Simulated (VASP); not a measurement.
# SbO4: single point with PBE

The system is SbO4.

```
Sb O
1.0
     3.15919    0.00000    0.00000
    -1.57959    2.73594    0.00000
     0.00000    0.00000   10.02738
Sb O
1 4
Direct
  0.00000 0.00000 0.50000
  0.00000 0.00000 0.31594
  0.00000 0.00000 0.68406
  0.33333 0.66667 0.00000
  0.66667 0.33333 0.00000
```

The cell was built from a structure type or drawn by symmetry, and may not be a known phase.

```yaml
Program: VASP 6.6.1
Task: single point
Functional: PBE
Potentials_or_basis: VASP PAW PBE potentials, release 64 (Sb, O)
Cutoff: 520 eV
k_mesh: 12 × 12 × 4
Occupations: gaussian, width 0.1 eV
Spin: no spin polarisation
```

```
Pressure               : 0.8 GPa
Largest force          : 0.393 eV/Å
Band gap on the k mesh : zero (an odd number of electrons rules out a gap without spin polarisation)
```

Forces on the atoms (eV/Å):
```
Sb   0.000  0.000  0.000
O    0.000  0.000 -0.393
O    0.000  0.000  0.393
O    0.000  0.000  0.000
O    0.000  0.000  0.000
```

Stress tensor (GPa, compression positive):
```
-0.10  0.00  0.00
 0.00 -0.10  0.00
 0.00  0.00  2.50
```

Levels at points of the mesh, in eV from the Fermi level:
```tsv
k point	band 13	band 14	band 15	band 16	band 17	band 18
(0.00, 0.00, 0.00)	-0.25	-0.25	0.49	0.53	0.53	4.91
(0.50, 0.00, 0.00)	-1.15	-0.60	-0.29	0.94	1.14	2.37
(0.00, 0.00, 0.50)	-0.25	-0.25	0.49	0.53	0.53	4.84
(0.50, 0.00, 0.50)	-1.16	-0.60	-0.28	0.94	1.14	2.37
```

Wall time 40 s on 1 thread of Intel(R) Xeon(R) 6975P-C (Granite Rapids) (shared host), peak memory 0.25 GiB.

Caveat: spin-orbit coupling is left out, which moves the levels of the heavy elements; an odd number of electrons without spin polarisation forces a metal; a magnetic or distorted state may lie lower.
